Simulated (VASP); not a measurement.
Set up this calculation in VASP 6.6.1, as the native input.

* Task: single point
* Functional: PBEsol
* Potentials or basis: VASP PAW PBE potentials, release 64 (Li_sv)
* Cutoff: 520 eV
* k mesh: 6 × 6 × 6
* Occupations: fermi-dirac, width 0.1 eV
* Spin: no spin polarisation
* Dipole correction: no
* Further INCAR settings: ALGO = Normal; EDIFF = 1e-07; NBANDS = 12

The structure of Li lies in POSCAR:

```
Li
1.0
    0.0000000000      3.1718610000      3.1718610000
    3.1718610000      0.0000000000      3.1718610000
    3.1718610000      3.1718610000      0.0000000000
Li
3
Direct
    0.2500000000      0.2500000000      0.2500000000
    0.7500000000      0.7500000000      0.7500000000
    0.5000000000      0.5000000000      0.5000000000
```

One way to write it, as run:

INCAR

```
PREC = Accurate ; ENCUT = 520
EDIFF = 1E-7 ; ISMEAR = -1
SIGMA = 0.1 ; LREAL = F
LASPH = T ; NELM = 80
ALGO = Normal ; ISIF = 2
LWAVE = F ; LCHARG = T
GGA = PS ; LELF = T
LVHAR = T ; NBANDS = 12
```

KPOINTS

```
Automatic mesh
0
Gamma
  6 6 6
```

Potentials or basis: VASP PAW PBE potentials, release 64 (Li_sv).

Run with:

```console
$ cat potpaw_PBE.64/Li_sv/POTCAR > POTCAR
$ mpirun -np 1 vasp_std > vasp.out
```

Wall time 37 s on 1 thread of AMD EPYC 7R13 (shared host), peak memory 0.16 GiB.
